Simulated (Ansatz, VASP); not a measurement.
## ZrS in VASP and in Ansatz

```
Zr S
1.0
     0.10911    2.72780    2.72780
     2.72780    0.10911    2.72780
     2.72780    2.72780    0.10911
Zr S
1 1
Direct
  0.00000 0.00000 0.00000
  0.50000 0.50000 0.50000
```

Alike in both runs: task single point; functional PBEsol; k mesh 16 × 16 × 16; occupations gaussian, width 0.15 eV; no spin polarisation.

|  | VASP | Ansatz |
| --- | --- | --- |
| version | VASP 6.6.1 | Ansatz 0.2.0 |
| potentials or method | VASP PAW PBE potentials, release 64 (Zr_sv, S), cutoff 520 eV | scalar-relativistic, plane waves, PAW |
| valence electrons in the cell | 18 | 18 |

|  | VASP | Ansatz | Ansatz less VASP |
| --- | --- | --- | --- |
| gap on the k mesh at the Fermi level (eV) | none | none | - |
| pressure (GPa) | -11.8 | -11.9 | -0.12 |
| traceless stress, the component that is largest in VASP (GPa) | -0.85 | -0.87 | -0.017 |

VASP's potentials were made for PBE, not for PBEsol, and Ansatz warns of the same on its side. A gap of «none» marks a metal or a gap that the smearing closes.
